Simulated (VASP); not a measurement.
Here is a VASP 6.6.1 calculation.

INCAR

```
  ALGO = Normal
  EDIFF = 1E-6
  ENCUT = 520
  ISIF = 2
  ISMEAR = 0
  LASPH = True
  LCHARG = True
  LELF = True
  LREAL = False
  LVHAR = True
  LWAVE = False
  NBANDS = 12
  NELM = 100
  PREC = Accurate
  SIGMA = 0.1
```

File KPOINTS:

```
k-points
0
Gamma
  14 14 14
```

POSCAR

```
Ta
1.0
   -1.6276710318      1.6276710318      1.6276710318
    1.6276710318     -1.6276710318      1.6276710318
    1.6276710318      1.6276710318     -1.6276710318
Ta
1
Direct
    0.0000000000      0.0000000000      0.0000000000
```

Potentials or basis: VASP PAW LDA potentials, release 64 (Ta_pv).

Run with:

```console
$ cat potpaw_LDA.64/Ta_pv/POTCAR > POTCAR
$ mpirun -np 1 vasp_std > vasp.out
```

What does it give for the pressure?

0.9 GPa.
